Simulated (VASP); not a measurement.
As:

```
As
1.0
     2.72159    0.00000    0.00000
     0.00000    2.72159    0.00000
     0.00000    0.00000    2.72159
As
1
Direct
  0.50000 0.50000 0.50000
```

This cell differs from its parent crystal: volume scaled by 1.02.

Base run:

| Quantity | Value |
| --- | --- |
| Program | VASP 6.6.1 |
| Functional | PBE |
| Potentials or basis | VASP PAW PBE potentials, release 64 (As) |
| Cutoff | 520 eV |
| k mesh | 10 × 10 × 10 |
| Occupations | fermi-dirac, width 0.05 eV |
| Spin | no spin polarisation |

Its results: pressure 0.6 GPa.

**Question.** The run is repeated on the same cell with these changes: functional from PBE to LDA; potentials or basis from VASP PAW PBE potentials, release 64 (As) to VASP PAW LDA potentials, release 64 (As). What comes out?

**Answer.** Pressure -4.5 GPa.
